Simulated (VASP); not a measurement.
# NiO (Fm-3m) in VASP: notebook

NiO is run at these levels: PBE; tasks: single point.

Program: VASP 6.6.1. These are calculated values, not measurements. Logs are shortened: lines on timing, memory, paths and dates and some standing lists are left out, and cuts for length are marked.

## Step 1: The cell of the first run

Symmetry: Fm-3m, No. 225, cubic system. The conventional cell has a = 4.086 Å, b = 4.086 Å, c = 4.086 Å, α = 90.00°, β = 90.00°, γ = 90.00°. Within 2.7 Å of Ni (site symmetry m-3m) lie 6 O at 2.04 Å. Within 2.7 Å of O (site symmetry m-3m) lie 6 Ni at 2.04 Å.

## Step 2: Single point, PBE, collinear spin, ferromagnetic start (volume scaled by 0.91)

File INCAR:

```
SYSTEM = NiO
PREC = Accurate
ENCUT = 520
EDIFF = 1E-7
ISMEAR = 0
SIGMA = 0.1
LREAL = .False.
LASPH = .True.
NELM = 150
ALGO = Normal
ISIF = 2
LWAVE = .False.
LCHARG = .False.
ISPIN = 2
MAGMOM = 1.6 0.32
LORBIT = 11
LMAXMIX = 4
GGA = PE
NBANDS = 19
```

File KPOINTS:

```
regular mesh
0
Gamma
  18 18 18
  0 0 0
```

File POSCAR:

```
NiO
1.0
    0.0000000000      2.0429325770      2.0429325770
    2.0429325770      0.0000000000      2.0429325770
    2.0429325770      2.0429325770      0.0000000000
Ni O
1 1
Direct
    0.0000000000      0.0000000000      0.0000000000
    0.5000000000      0.5000000000      0.5000000000
```

Potentials or basis: VASP PAW PBE potentials, release 64 (Ni, O).

On the command line:

```console
$ cat potpaw_PBE.64/Ni/POTCAR potpaw_PBE.64/O/POTCAR > POTCAR
$ mpirun -np 1 vasp_std > vasp.out
```

OUTCAR:

```text
SYSTEM = NiO
   PREC = Accurate
   ENCUT = 520
   EDIFF = 1E-7
   ISMEAR = 0
   LREAL = .False.
   LASPH = .True.
   NELM = 150
   ISIF = 2
   ISPIN = 2
   LORBIT = 11
   GGA = PE

 ion  position               nearest neighbor table
   1  0.000  0.000  0.000-   2 2.04   2 2.04   2 2.04   2 2.04   2 2.04   2 2.04
   2  0.500  0.500  0.500-   1 2.04   1 2.04   1 2.04   1 2.04   1 2.04   1 2.04

  LATTYP: Found a face centered cubic cell.
 ALAT       =     4.0858651540

  Lattice vectors:

 A1 = (   0.0000000000,   2.0429325770,   2.0429325770)
 A2 = (   2.0429325770,   0.0000000000,   2.0429325770)
 A3 = (   2.0429325770,   2.0429325770,   0.0000000000)

Analysis of symmetry for initial positions (statically):
=====================================================================
 Subroutine PRICEL returns:
 Original cell was already a primitive cell.

 Routine SETGRP: Setting up the symmetry group for a
 face centered cubic supercell.

 Subroutine GETGRP returns: Found 48 space group operations
 (whereof 48 operations were pure point group operations)
 out of a pool of 48 trial point group operations.

The static configuration has the point symmetry O_h .

Analysis of symmetry for dynamics (positions and initial velocities):
=====================================================================
 Subroutine PRICEL returns:
 Original cell was already a primitive cell.

 Routine SETGRP: Setting up the symmetry group for a
 face centered cubic supercell.

 Subroutine GETGRP returns: Found 48 space group operations
 (whereof 48 operations were pure point group operations)
 out of a pool of 48 trial point group operations.

The dynamic configuration has the point symmetry O_h .

Analysis of structural, dynamic, and magnetic symmetry:
=====================================================================
 Subroutine PRICEL returns:
 Original cell was already a primitive cell.

 Routine SETGRP: Setting up the symmetry group for a
 face centered cubic supercell.

 Subroutine GETGRP returns: Found 48 space group operations
 (whereof 48 operations were pure point group operations)
 out of a pool of 48 trial point group operations.

The overall configuration has the point symmetry O_h .

 Subroutine INISYM returns: Found 48 space group operations
 (whereof 48 operations are pure point group operations),
 and found     1 'primitive' translations

----------------------------------------------------------------------------------------

                                     Primitive cell

  volume of cell :      17.0527

  direct lattice vectors                    reciprocal lattice vectors
     0.000000000  2.042932577  2.042932577    -0.244746207  0.244746207  0.244746207
     2.042932577  0.000000000  2.042932577     0.244746207 -0.244746207  0.244746207
     2.042932577  2.042932577  0.000000000     0.244746207  0.244746207 -0.244746207

  length of vectors
     2.889142957  2.889142957  2.889142957     0.423912866  0.423912866  0.423912866

  position of ions in fractional coordinates (direct lattice)
     0.000000000  0.000000000  0.000000000
     0.500000000  0.500000000  0.500000000

  ion indices of the primitive-cell ions
   primitive index   ion index
                 1           1
                 2           2

----------------------------------------------------------------------------------------

 KPOINTS: regular mesh

Automatic generation of k-mesh.
 Grid dimensions read from file:
 generate k-points for:   18   18   18

 Generating k-lattice:

  Cartesian coordinates                     Fractional coordinates (reciprocal lattice)
    -0.013597012  0.013597012  0.013597012     0.055555556  0.000000000  0.000000000
     0.013597012 -0.013597012  0.013597012     0.000000000  0.055555556  0.000000000
     0.013597012  0.013597012 -0.013597012     0.000000000  0.000000000  0.055555556

  Length of vectors
     0.023550715  0.023550715  0.023550715

  Shift w.r.t. Gamma in fractional coordinates (k-lattice)
     0.000000000  0.000000000  0.000000000

 Subroutine IBZKPT returns following result:
 ===========================================

 Found    195 irreducible k-points:

 Following reciprocal coordinates:
            Coordinates               Weight
  0.000000  0.000000  0.000000      1.000000
  0.055556  0.000000  0.000000      8.000000
  0.111111  0.000000  0.000000      8.000000
  0.166667  0.000000  0.000000      8.000000
  0.222222  0.000000  0.000000      8.000000
  0.277778  0.000000  0.000000      8.000000
[... 16 lines left out ...]
 -0.277778  0.055556  0.000000     24.000000
 -0.222222  0.055556  0.000000     24.000000
 [... further k-points ...]
   k-points           NKPTS =    195   k-points in BZ     NKDIM =    195   number of bands    NBANDS=     19
   number of dos      NEDOS =    301   number of ions     NIONS =      2
   total plane-waves  NPLWV =  13824
   dimension x,y,z NGX =    24 NGY =   24 NGZ =   24
   dimension x,y,z NGXF=    48 NGYF=   48 NGZF=   48
   ions per type =               1   1
   NGX,Y,Z   is equivalent  to a cutoff of  13.81, 13.81, 13.81 a.u.
   NGXF,Y,Z  is equivalent  to a cutoff of  27.62, 27.62, 27.62 a.u.
 SYSTEM =  NiO
   PREC   = accura    normal or accurate (medium, high low for compatibility)
   ISTART =      0    job   : 0-new  1-cont  2-samecut
   ICHARG =      2    charge: 1-file 2-atom 10-const
   ISPIN  =      2    spin polarized calculation?
   LNONCOLLINEAR =      F non collinear calculations
   LSORBIT =      F    spin-orbit coupling
   LASPH  =      T    aspherical Exc in radial PAW
   ENCUT  =  520.0 eV  38.22 Ry    6.18 a.u.   5.37  5.37  5.37*2*pi/ulx,y,z
   NELM   =    150;   NELMIN=  2; NELMDL= -5     # of ELM steps
   EDIFF  = 0.1E-06   stopping-criterion for ELM
   LREAL  =      F    real-space projection
   EDIFFG = 0.1E-05   stopping-criterion for IOM
   NSW    =      0    number of steps for IOM
   IBRION =     -1    ionic relax: 0-MD 1-quasi-New 2-CG
   NFREE  =      0    steps in history (QN), initial steepest desc. (CG)
   ISIF   =      2    stress and relaxation
   ISYM   =      2    0-nonsym 1-usesym 2-fastsym
   POTIM  = 0.5000    time-step for ionic-motion
   TEBEG  =    0.0;   TEEND  =   0.0 temperature during run
   PSTRESS=    0.0 pullay stress
   NELECT =      16.0000    total number of electrons
   NUPDOWN=      -1.0000    fix difference up-down
   EMIN   =  10.00;   EMAX   =-10.00  energy-range for DOS
   EFERMI =   0.00;   METHOD = LEGACY
   ISMEAR =     0;   SIGMA  =   0.10  broadening in eV -4-tet -1-fermi 0-gaus
   EFERMI_NEDOS =   21; number of points for ismear=-14 and -15
   IALGO  =     38    algorithm
   IMIX   =      4    mixing-type and parameters
     AMIX     =   0.40;   BMIX     =  1.00
     AMIX_MAG =   1.60;   BMIX_MAG =  1.00
  volume/ion in A,a.u.               =       8.53        57.54
  Fermi-wavevector in a.u.,A,eV,Ry     =   1.602695  3.028654 34.948336  2.568630
  Thomas-Fermi vector in A             =   2.699475
   LORBIT       =     11    0 simple, 1 ext, 2 COOP (PROOUT), +10 PAW based schemes
   GGA     = PE    functional components
   LHFCALC =     F    Hartree Fock is set to
   AEXX    =    0.0000 exact exchange contribution
   IVDW    =     0    specifies the selected vdW correction
   LEPSILON=     F    determine dielectric tensor
   LRPA    =     F    only Hartree local field effects (RPA)
 spin polarized calculation
 Gauss-broadening in eV      SIGMA  =   0.10
  energy-cutoff  :      520.00
  volume of cell :       17.05
 maximum number of plane-waves:       473
 NGX is ok and might be reduce to    24
   NGX = 11   NGY = 11   NGZ = 11

 number of electron      15.9999994 magnetization       1.4918511

 Free energy of the ion-electron system (eV)
  ---------------------------------------------------
  ext. energy  EPLUGINS =         0.00000000
  ---------------------------------------------------
  free energy    TOTEN  =       -11.39198872 eV

  energy without entropy =      -11.38545605  energy(sigma->0) =      -11.38872239

 E-fermi :   8.9723     XC(G=0): -13.0719

 val. band max:        8.9707761633   @ k =  -0.2222   0.2222   0.0000
 cond. band min:       8.9726799314   @ k =   0.5000   0.2222   0.1111
 fundamental gap:      0.0019037680
 Fermi energy:         8.9723141184

 spin component 1

 k-point     1 :       0.0000    0.0000    0.0000
  band No.  band energies     occupation
      1     -12.1568      1.00000
      2       5.5760      1.00000
      3       5.5760      1.00000
      4       5.5760      1.00000
      5       5.8827      1.00000
      6       5.8827      1.00000
[... 11 lines left out ...]
     18      35.7108      0.00000
     19      35.7108      0.00000

 k-point     2 :       0.0556    0.0000    0.0000
  band No.  band energies     occupation
      1     -12.1173      1.00000
      2       5.1445      1.00000
      3       5.1445      1.00000
      4       5.1995      1.00000
      5       6.1596      1.00000
      6       6.1597      1.00000
[... 11 lines left out ...]
     18      36.4007      0.00000
     19      36.4008      0.00000

 k-point     3 :       0.1111    0.0000    0.0000
  band No.  band energies     occupation
      1     -12.0015      1.00000
      2       4.4551      1.00000
      3       4.6124      1.00000
      4       4.6124      1.00000
      5       6.2536      1.00000
      6       6.2536      1.00000
[... 11 lines left out ...]
     18      37.8390      0.00000
     19      37.8390      0.00000

 k-point     4 :       0.1667    0.0000    0.0000
  band No.  band energies     occupation
      1     -11.8179      1.00000
      2       3.5838      1.00000
      3       4.1162      1.00000
      4       4.1162      1.00000
      5       6.3661      1.00000
      6       6.3661      1.00000
[... 407 lines left out ...]
     18      40.2642      0.00000
     19      41.3160      0.00000

 k-point    23 :      -0.2778    0.0556    0.0000
  band No.  band energies     occupation
      1     -11.2013      1.00000
      2       1.5666      1.00000
      3       3.0875      1.00000
      4       3.3002      1.00000
      5       6.6702      1.00000
      6       6.6916      1.00000
[... 11 lines left out ...]
     18      40.6874      0.00000
     19      41.8803      0.00000

 k-point    24 :      -0.2222    0.0556    0.0000
  band No.  band energies     occupation
      1     -11.4687      1.00000
      2       2.3284      1.00000
      3       3.4026      1.00000
      4       3.7034      1.00000
      5       6.5278      1.00000
      6       6.5317      1.00000
[... 11 lines left out ...]
     18      40.4740      0.00000
     19      41.7097      0.00000

 [... further k-points ...]

 spin component 2

 k-point     1 :       0.0000    0.0000    0.0000
  band No.  band energies     occupation
      1     -11.8045      1.00000
      2       5.9893      1.00000
      3       5.9893      1.00000
      4       5.9893      1.00000
      5       6.9017      1.00000
      6       6.9018      1.00000
[... 11 lines left out ...]
     18      36.2467      0.00000
     19      36.2469      0.00000

 k-point     2 :       0.0556    0.0000    0.0000
  band No.  band energies     occupation
      1     -11.7641      1.00000
      2       5.6298      1.00000
      3       5.8078      1.00000
      4       5.8078      1.00000
      5       6.9596      1.00000
      6       6.9597      1.00000
[... 11 lines left out ...]
     18      36.9231      0.00000
     19      36.9233      0.00000

 k-point     3 :       0.1111    0.0000    0.0000
  band No.  band energies     occupation
      1     -11.6458      1.00000
      2       4.8722      1.00000
      3       5.4171      1.00000
      4       5.4171      1.00000
      5       7.0708      1.00000
      6       7.0709      1.00000
[... 11 lines left out ...]
     18      38.3511      0.00000
     19      38.3513      0.00000

 k-point     4 :       0.1667    0.0000    0.0000
  band No.  band energies     occupation
      1     -11.4582      1.00000
      2       3.9780      1.00000
      3       4.9797      1.00000
      4       4.9798      1.00000
      5       7.2032      1.00000
      6       7.2033      1.00000
[... 407 lines left out ...]
     18      40.5897      0.00000
     19      41.7119      0.00000

 k-point    23 :      -0.2778    0.0556    0.0000
  band No.  band energies     occupation
      1     -10.8261      1.00000
      2       1.9279      1.00000
      3       4.0235      1.00000
      4       4.1074      1.00000
      5       7.4710      1.00000
      6       7.6394      1.00000
[... 11 lines left out ...]
     18      41.0775      0.00000
     19      42.3435      0.00000

 k-point    24 :      -0.2222    0.0556    0.0000
  band No.  band energies     occupation
      1     -11.1006      1.00000
      2       2.7241      1.00000
      3       4.3444      1.00000
      4       4.4622      1.00000
      5       7.3053      1.00000
      6       7.5121      1.00000
[... 11 lines left out ...]
     18      40.9395      0.00000
     19      42.2326      0.00000

 [... further k-points ...]
[... 5 lines left out ...]
  --------------------------------------------------------------------------------------
  -------------------------------------------------------------------------------------
  Total        1.9899351      1.9899351      1.9899351     -0.0000000      0.0000000      0.0000000
  in kB      186.9637419    186.9637419    186.9637419     -0.0000000      0.0000000      0.0000000
  external PRESSURE =     186.9637419 kB  Pullay stress =       0.0000000 kB

 VOLUME and BASIS-vectors are now :
 -----------------------------------------------------------------------------
  energy-cutoff  :      520.00
  volume of cell :       17.05
      direct lattice vectors                 reciprocal lattice vectors
     0.000000000  2.042932577  2.042932577    -0.244746207  0.244746207  0.244746207
     2.042932577  0.000000000  2.042932577     0.244746207 -0.244746207  0.244746207
     2.042932577  2.042932577  0.000000000     0.244746207  0.244746207 -0.244746207

 POSITION                                       TOTAL-FORCE (eV/Angst)
 -----------------------------------------------------------------------------------
      0.00000      0.00000      0.00000        -0.000000     -0.000000     -0.000000
      2.04293      2.04293      2.04293         0.000000      0.000000      0.000000
 -----------------------------------------------------------------------------------
    total drift:                                0.000000     -0.000000     -0.000000

  FREE ENERGIE OF THE ION-ELECTRON SYSTEM (eV)
  ---------------------------------------------------
  free  energy   TOTEN  =       -11.3919887225 eV

  energy  without entropy=      -11.3854560489  energy(sigma->0) =      -11.38872239

 total charge

# of ion       s       p       d       tot
------------------------------------------
    1        0.353   0.457   8.319   9.129
    2        1.559   3.447   0.000   5.007
--------------------------------------------------
tot          1.913   3.904   8.319  14.136

 magnetization (x)

# of ion       s       p       d       tot
------------------------------------------
    1        0.012   0.016   1.215   1.242
    2        0.028   0.186   0.000   0.214
--------------------------------------------------
tot          0.040   0.202   1.215   1.456
```

Wall time 76 s (1 thread of Intel Xeon Platinum 8559C (Emerald Rapids), shared host); peak memory 0.22 GiB.

Results:

```yaml
Free_energy: -11.3920 eV
Pressure: 18.7 GPa
Net_moment: 1.49 μB per cell
Site_moments: Ni +1.24; O +0.21 μB
Valence_electrons_inside_the_program's_atomic_spheres: Ni 9.13; O 5.01
```

Caveat: a cell with one magnetic atom can't hold antiferromagnetic order, which such compounds often take; semilocal functionals often make such compounds metallic where correlation or magnetic order opens a gap, which also shifts bond lengths.

## Step 3: Single point, PBE, collinear spin, ferromagnetic start (volume scaled by 0.94)

File INCAR:

```
PREC = Accurate ; ENCUT = 520
EDIFF = 1E-6 ; ISMEAR = 0
SIGMA = 0.1 ; LREAL = F
LASPH = T ; NELM = 150
ALGO = Normal ; ISIF = 2
LWAVE = F ; LCHARG = F
ISPIN = 2 ; MAGMOM = 1.6 0.32
LORBIT = 11 ; LMAXMIX = 4
GGA = PE ; NBANDS = 19
```

File KPOINTS:

```
regular mesh
0
Gamma
  18 18 18
```

File POSCAR:

```
NiO
1.0
    0.0000000000      2.0651401058      2.0651401058
    2.0651401058      0.0000000000      2.0651401058
    2.0651401058      2.0651401058      0.0000000000
Ni O
1 1
Direct
    0.0000000000      0.0000000000      0.0000000000
    0.5000000000      0.5000000000      0.5000000000
```

Potentials or basis: VASP PAW PBE potentials, release 64 (Ni, O).

On the command line:

```console
$ cat potpaw_PBE.64/Ni/POTCAR potpaw_PBE.64/O/POTCAR > POTCAR
$ mpirun -np 1 vasp_std > vasp.out
```

Run time: 66 s. Hardware: 1 thread of Intel Xeon Platinum 8559C (Emerald Rapids), shared host; peak memory 0.23 GiB.

Results (log left out):

| Property | Result |
| --- | --- |
| Free energy | -11.4448 eV |
| Pressure | 11.3 GPa |
| Net moment | 1.59 μB per cell |
| Site moments | Ni +1.32; O +0.23 μB |
| Valence electrons inside the program's atomic spheres | Ni 9.06; O 4.99 |

Levels at points of the mesh, in eV from the Fermi level:
Spin up:
| k point | band 6 | band 7 | band 8 | band 9 | band 10 | band 11 | band 12 | band 13 |
| --- | --- | --- | --- | --- | --- | --- | --- | --- |
| (0.00, 0.00, 0.00) | -3.09 | -2.70 | -2.70 | -2.70 | 1.68 | 17.91 | 19.15 | 19.15 |
| (0.50, 0.00, 0.00) | -1.94 | -1.40 | 0.39 | 0.39 | 5.62 | 10.24 | 14.19 | 14.19 |
| (0.50, 0.50, 0.00) | -2.72 | -2.11 | -1.62 | -1.62 | 6.32 | 10.73 | 12.34 | 16.95 |
Spin down:
```
           k point  band 3  band 4  band 5  band 6  band 7  band 8  band 9  band 10  band 11  band 12
(0.00, 0.00, 0.00)   -2.76   -2.76   -1.96   -1.96   -1.96   -0.77   -0.77     2.00    17.86    19.35
(0.50, 0.00, 0.00)   -5.16   -5.16   -1.01   -1.01   -0.62    2.17    2.17     5.77    10.71    14.45
(0.50, 0.50, 0.00)   -4.15   -4.15   -3.00   -0.79   -0.79   -0.32    0.28     6.74    11.04    12.59
```

Caveat: a cell with one magnetic atom can't hold antiferromagnetic order, which such compounds often take; semilocal functionals often make such compounds metallic where correlation or magnetic order opens a gap, which also shifts bond lengths.
